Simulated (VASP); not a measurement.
InSb, 2 atoms in the cell. The structure is trigonal, space group R-3m (No. 166). Conventional cell: a = 6.384 Å, b = 6.384 Å, c = 4.692 Å, α = 90.00°, β = 90.00°, γ = 120.00°. In (site symmetry -3m) has 2 Sb at 2.35 Å within 3.1 Å. Within 3.1 Å of Sb (site symmetry -3m) lie 2 In at 2.35 Å.  This cell differs from its parent crystal: ratio of the length along [111] to the lengths across it x 0.6, volume and fractional coordinates fixed.

* Program: VASP 6.6.1
* Task: single point
* Functional: PBE
* Dispersion: D3(BJ)
* Potentials or basis: VASP PAW PBE potentials, release 64 (In_d, Sb)
* Cutoff: 520 eV
* k mesh: 14 × 14 × 14
* Occupations: gaussian, width 0.15 eV
* Spin: no spin polarisation
* Dipole correction: no
* Further INCAR settings: ALGO = Fast; EDIFF = 1e-06; NBANDS = 16

Potentials or basis: VASP PAW PBE potentials, release 64 (In_d, Sb).

The run is started by

```sh
$ cat potpaw_PBE.64/In_d/POTCAR potpaw_PBE.64/Sb/POTCAR > POTCAR
$ mpirun -np 1 vasp_std > vasp.out
```

Hardware: 1 thread of Oxide Virtual Turin-like Processor, with other jobs on the host.

Q: Estimate the wall time of this run.

A: It took 5.2 min on 1 thread of Oxide Virtual Turin-like Processor, with other jobs on the host, peak memory 0.35 GiB. Counts: scf iterations 14, k points 288.
